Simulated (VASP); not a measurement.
# Rb (Im-3m) in VASP: notebook, part 2 of 2

VASP 6.6.1.

## 3. Single point, PBEsol (strained)

INCAR reads:

```
PREC     = Accurate       # precision mode
ENCUT    = 520            # plane-wave cutoff, eV
EDIFF    = 1E-7           # SCF threshold, eV
ISMEAR   = 0              # smearing method
SIGMA    = 0.1            # smearing width, eV
LREAL    = F              # projectors in reciprocal space
LASPH    = T              # aspherical terms in the spheres
NELM     = 60             # most SCF steps
ALGO     = Normal         # electronic algorithm
ISIF     = 2              # what is computed and relaxed
LWAVE    = F              # write WAVECAR
LCHARG   = F              # write CHGCAR
GGA      = PS             # functional
NBANDS   = 10             # bands
```

KPOINTS reads:

```
regular mesh
0
Gamma
  10 10 10
```

POSCAR reads:

```
Rb
1.0
   -2.7623682000      2.7623682000      2.7623682000
    2.7623682000     -2.7623682000      2.7623682000
    2.7623682000      2.7623682000     -2.7623682000
Rb
1
Direct
    0.0000000000      0.0000000000      0.0000000000
```

Potentials or basis: VASP PAW PBE potentials, release 64 (Rb_sv).

Started as:

```
$ cat potpaw_PBE.64/Rb_sv/POTCAR > POTCAR
$ mpirun -np 1 vasp_std > vasp.out
```

OUTCAR:

```text
PREC = Accurate
   ENCUT = 520
   EDIFF = 1E-7
   ISMEAR = 0
   LREAL = F
   LASPH = T
   NELM = 60
   ISIF = 2
   GGA = PS

 ion  position               nearest neighbor table
   1  0.000  0.000  0.000-

  LATTYP: Found a body centered cubic cell.
 ALAT       =     5.5247364000

  Lattice vectors:

 A1 = (  -2.7623682000,   2.7623682000,   2.7623682000)
 A2 = (   2.7623682000,  -2.7623682000,   2.7623682000)
 A3 = (   2.7623682000,   2.7623682000,  -2.7623682000)

Analysis of symmetry for initial positions (statically):
=====================================================================
 Subroutine PRICEL returns:
 Original cell was already a primitive cell.

 Routine SETGRP: Setting up the symmetry group for a
 body centered cubic supercell.

 Subroutine GETGRP returns: Found 48 space group operations
 (whereof 48 operations were pure point group operations)
 out of a pool of 48 trial point group operations.

The static configuration has the point symmetry O_h .

Analysis of symmetry for dynamics (positions and initial velocities):
=====================================================================
 Subroutine PRICEL returns:
 Original cell was already a primitive cell.

 Routine SETGRP: Setting up the symmetry group for a
 body centered cubic supercell.

 Subroutine GETGRP returns: Found 48 space group operations
 (whereof 48 operations were pure point group operations)
 out of a pool of 48 trial point group operations.

The dynamic configuration has the point symmetry O_h .

 Subroutine INISYM returns: Found 48 space group operations
 (whereof 48 operations are pure point group operations),
 and found     1 'primitive' translations

----------------------------------------------------------------------------------------

                                     Primitive cell

[... 104 lines left out ...]
   EFERMI_NEDOS =   21; number of points for ismear=-14 and -15
   IALGO  =     38    algorithm
   IMIX   =      4    mixing-type and parameters
     AMIX     =   0.40;   BMIX     =  1.00
     AMIX_MAG =   1.60;   BMIX_MAG =  1.00
  volume/ion in A,a.u.               =      84.31       568.99
  Fermi-wavevector in a.u.,A,eV,Ry     =   0.776582  1.467528  8.205401  0.603080
  Thomas-Fermi vector in A             =   1.879090
   LORBIT       =      0    0 simple, 1 ext, 2 COOP (PROOUT), +10 PAW based schemes
   GGA     = PS    functional components
   LHFCALC =     F    Hartree Fock is set to
   AEXX    =    0.0000 exact exchange contribution
   IVDW    =     0    specifies the selected vdW correction
   LEPSILON=     F    determine dielectric tensor
   LRPA    =     F    only Hartree local field effects (RPA)
 non-spin polarized calculation
 Gauss-broadening in eV      SIGMA  =   0.10
  energy-cutoff  :      520.00
  volume of cell :       84.31
 maximum number of plane-waves:      2310
   NGX = 17   NGY = 17   NGZ = 17

 number of electron       9.0000000 magnetization

 Free energy of the ion-electron system (eV)
  ---------------------------------------------------
  ext. energy  EPLUGINS =         0.00000000
  ---------------------------------------------------
  free energy    TOTEN  =        -1.02361995 eV

  energy without entropy =       -1.01735272  energy(sigma->0) =       -1.02048633

 E-fermi :   0.1219     XC(G=0):  -5.7144

 val. band max:        0.1204974491   @ k =  -0.3000   0.4000   0.2000
 cond. band min:       0.2043164495   @ k =  -0.4000   0.4000   0.2000
 fundamental gap:      0.0838190005
 Fermi energy:         0.1219488097

 k-point     1 :       0.0000    0.0000    0.0000
  band No.  band energies     occupation
      1     -28.6980      2.00000
      2     -12.7362      2.00000
      3     -12.7362      2.00000
      4     -12.7362      2.00000
      5      -1.9607      2.00000
      6       3.8677      0.00000
      7       3.8677      0.00000
      8       3.8677      0.00000
      9       4.8696      0.00000
     10       4.8696      0.00000
[... 287 lines left out ...]
 k-point    24 :      -0.3000    0.3000    0.1000
  band No.  band energies     occupation
      1     -28.6935      2.00000
      2     -12.8177      2.00000
      3     -12.7678      2.00000
      4     -12.7458      2.00000
      5      -0.7859      2.00000
      6       2.2677      0.00000
      7       3.0630      0.00000
      8       3.9803      0.00000
      9       4.8927      0.00000
     10       5.3368      0.00000

 [... further k-points ...]
[... 5 lines left out ...]
  --------------------------------------------------------------------------------------
  -------------------------------------------------------------------------------------
  Total        0.0425467      0.0425467      0.0425467     -0.0000000      0.0000000     -0.0000000
  in kB        0.8084842      0.8084842      0.8084842     -0.0000000      0.0000000     -0.0000000
  external PRESSURE =       0.8084842 kB  Pullay stress =       0.0000000 kB

 VOLUME and BASIS-vectors are now :
 -----------------------------------------------------------------------------
  energy-cutoff  :      520.00
  volume of cell :       84.31
      direct lattice vectors                 reciprocal lattice vectors
    -2.762368200  2.762368200  2.762368200     0.000000000  0.181004111  0.181004111
     2.762368200 -2.762368200  2.762368200     0.181004111  0.000000000  0.181004111
     2.762368200  2.762368200 -2.762368200     0.181004111  0.181004111  0.000000000

 POSITION                                       TOTAL-FORCE (eV/Angst)
 -----------------------------------------------------------------------------------
      0.00000      0.00000      0.00000         0.000000      0.000000     -0.000000
 -----------------------------------------------------------------------------------
    total drift:                               -0.000000      0.000000      0.000000

  FREE ENERGIE OF THE ION-ELECTRON SYSTEM (eV)
  ---------------------------------------------------
  free  energy   TOTEN  =        -1.0236199489 eV

  energy  without entropy=       -1.0173527162  energy(sigma->0) =       -1.02048633
```

It took 16 s on 1 thread of Intel Xeon 6975P-C (Granite Rapids), shared host; peak memory 0.2 GiB.

What came out:

| Item | Value |
| --- | --- |
| Free energy | -1.0236 eV |
| Pressure | 0.1 GPa |

Levels at points of the mesh, in eV from the Fermi level:
```csv
k point,band 1,band 2,band 3,band 4,band 5,band 6,band 7,band 8,band 9,band 10
"(0.00, 0.00, 0.00)",-28.82,-12.86,-12.86,-12.86,-2.08,3.75,3.75,3.75,4.75,4.75
"(0.50, 0.00, 0.00)",-28.81,-12.98,-12.90,-12.86,0.21,0.84,2.59,4.42,5.37,5.41
"(0.50, 0.50, 0.50)",-28.81,-12.95,-12.95,-12.95,1.21,1.21,3.44,3.44,3.44,5.22
```

Caveat: the cell differs from its parent crystal (strained); the PAW data sets were made with another functional, which shifts forces and pressure a little.

## 4. Single point, PBEsol (strained)

INCAR reads:

```
SYSTEM = Rb
PREC = Accurate ; ENCUT = 520
EDIFF = 1E-7 ; ISMEAR = 0
SIGMA = 0.1 ; LREAL = .False.
LASPH = .True. ; NELM = 60
ALGO = Fast ; ISIF = 2
LWAVE = .False. ; LCHARG = .True.
GGA = PS ; LELF = .True.
LVHAR = .True. ; NBANDS = 10
```

KPOINTS reads:

```
Automatic mesh
0
Gamma
  10 10 10
  0 0 0
```

POSCAR reads:

```
Rb
1.0
   -2.7852085750      2.7852085750      2.7852085750
    2.7852085750     -2.7852085750      2.7852085750
    2.7852085750      2.7852085750     -2.7852085750
Rb
1
Direct
    0.0000000000      0.0000000000      0.0000000000
```

Started as:

```
$ cat potpaw_PBE.64/Rb_sv/POTCAR > POTCAR
$ mpirun -np 1 vasp_std > vasp.out
```

It took 39 s on 1 thread of Intel Xeon 6975P-C (Granite Rapids), shared host; peak memory 0.21 GiB.

It converged, with:

| Item | Value |
| --- | --- |
| Free energy | -1.0242 eV |
| Pressure | 0.0 GPa |

Levels at points of the mesh, in eV from the Fermi level:
```tsv
k point	band 3	band 4	band 5	band 6	band 7	band 8
(0.00, 0.00, 0.00)	-12.87	-12.87	-2.05	3.72	3.72	3.72
(0.50, 0.00, 0.00)	-12.91	-12.87	0.22	0.82	2.59	4.37
(0.50, 0.50, 0.50)	-12.96	-12.96	1.23	1.23	3.37	3.37
```

Caveat: the cell differs from its parent crystal (strained); the PAW data sets were made with another functional, which shifts forces and pressure a little.

## 5. Single point, PBEsol

This run uses another cell than the first one, of 88.04 Å³/atom, 1.129 times its volume.

INCAR reads:

```
  ALGO = Fast
  EDIFF = 1E-6
  ENCUT = 520
  GGA = PS
  ISIF = 2
  ISMEAR = 0
  LASPH = T
  LCHARG = F
  LREAL = F
  LWAVE = F
  NBANDS = 10
  NELM = 80
  PREC = Accurate
  SIGMA = 0.1
```

KPOINTS reads:

```
k-points
0
Gamma
  10 10 10
```

POSCAR reads:

```
Rb
1.0
   -2.8025000000      2.8025000000      2.8025000000
    2.8025000000     -2.8025000000      2.8025000000
    2.8025000000      2.8025000000     -2.8025000000
Rb
1
Direct
    0.0000000000      0.0000000000      0.0000000000
```

Started as:

```
$ cat potpaw_PBE.64/Rb_sv/POTCAR > POTCAR
$ mpirun -np 1 vasp_std > vasp.out
```

Wall time 26 s (1 thread of Intel Xeon 6975P-C (Granite Rapids), shared host); peak memory 0.21 GiB.

Results (log left out):

| Item | Value |
| --- | --- |
| Free energy | -1.0240 eV |
| Pressure | 0.0 GPa |

Levels at points of the mesh, in eV from the Fermi level:
| k point | band 3 | band 4 | band 5 | band 6 | band 7 | band 8 |
| --- | --- | --- | --- | --- | --- | --- |
| (0.00, 0.00, 0.00) | -12.88 | -12.88 | -2.02 | 3.71 | 3.71 | 3.71 |
| (0.50, 0.00, 0.00) | -12.92 | -12.88 | 0.23 | 0.80 | 2.59 | 4.33 |
| (0.50, 0.50, 0.50) | -12.96 | -12.96 | 1.24 | 1.24 | 3.32 | 3.32 |

Caveat: the PAW data sets were made with another functional, which shifts forces and pressure a little.

## 6. The runs side by side

```tsv
level	potentials or basis	cell	gap on the mesh (eV)	pressure (GPa)
LDA	VASP PAW LDA potentials, release 64 (Rb_sv)	a = 4.661 Å, angles 109.5°, 1 atom	none	0.0
PBEsol	VASP PAW PBE potentials, release 64 (Rb_sv)	a = 4.785 Å, angles 109.5°, 1 atom	none	0.1
PBEsol	VASP PAW PBE potentials, release 64 (Rb_sv)	a = 4.824 Å, angles 109.5°, 1 atom	none	0.0
PBEsol	VASP PAW PBE potentials, release 64 (Rb_sv)	a = 4.854 Å, angles 109.5°, 1 atom	none	0.0
```

Alike in all rows: task single point; no spin polarisation; k mesh 10 × 10 × 10; cutoff (eV) 520; smearing gaussian 0.1 eV.

Caveats: the PAW data sets were made with another functional, which shifts forces and pressure a little (some runs).

Total energies depend on the potentials used, so only differences within one code and one set of settings carry meaning.
